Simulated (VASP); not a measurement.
Write the native input for VASP 6.6.1 that does the following.

```
Task                   : single point
Functional             : r2SCAN
Potentials or basis    : VASP PAW PBE potentials, release 64 (Cu)
Cutoff                 : 520 eV
k mesh                 : 20 × 20 × 20
Occupations            : gaussian, width 0.1 eV
Spin                   : no spin polarisation
Dipole correction      : no
Further INCAR settings : ALGO = Normal; EDIFF = 1e-06; NBANDS = 12
```

Cu:

```
Cu
1.0
    -1.44279    1.44279    1.37608
     1.44279   -1.44279    1.37608
     1.44279    1.44279   -1.37608
Cu
1
Cartesian
  0.0000 0.0000 0.0000
```

The input as run:

POSCAR

```
Cu
1.0
   -1.4427933200      1.4427933200      1.3760814500
    1.4427933200     -1.4427933200      1.3760814500
    1.4427933200      1.4427933200     -1.3760814500
Cu
1
Direct
    0.0000000000      0.0000000000      0.0000000000
```

INCAR.step1

```
SYSTEM = Cu
  PREC = Accurate
  ENCUT = 520
  ISMEAR = 0
  SIGMA = 0.1
  LREAL = .False.
  LASPH = .True.
  NELM = 80
  NBANDS = 12
  GGA = PE
  ALGO = Normal
  EDIFF = 1E-4
  LWAVE = .True.
  LCHARG = .False.
```

INCAR.step2

```
SYSTEM = Cu
  PREC = Accurate
  ENCUT = 520
  EDIFF = 1E-6
  ISMEAR = 0
  SIGMA = 0.1
  LREAL = .False.
  LASPH = .True.
  NELM = 80
  ALGO = Normal
  ISIF = 2
  LWAVE = .False.
  LCHARG = .True.
  METAGGA = R2SCAN
  LMIXTAU = .True.
  LELF = .True.
  LVHAR = .True.
  NBANDS = 12
  ISTART = 1
```

KPOINTS

```
Automatic mesh
0
Gamma
  20 20 20
  0 0 0
```

Potentials or basis: VASP PAW PBE potentials, release 64 (Cu).

Launch:

```bash
$ cat potpaw_PBE.64/Cu/POTCAR > POTCAR
$ cp INCAR.step1 INCAR
$ mpirun -np 1 vasp_std > vasp.out
$ cp INCAR.step2 INCAR
$ mpirun -np 1 vasp_std > vasp.out
```

Results of the run:

* Pressure: 1.0 GPa
* Band gap on the k mesh: zero (an odd number of electrons rules out a gap without spin polarisation)

Caveat: the PAW data sets were made with another functional, which shifts forces and pressure a little.

Run time: 6.2 min on 1 thread of Intel Xeon 8259CL (shared host), peak memory 0.2 GiB.
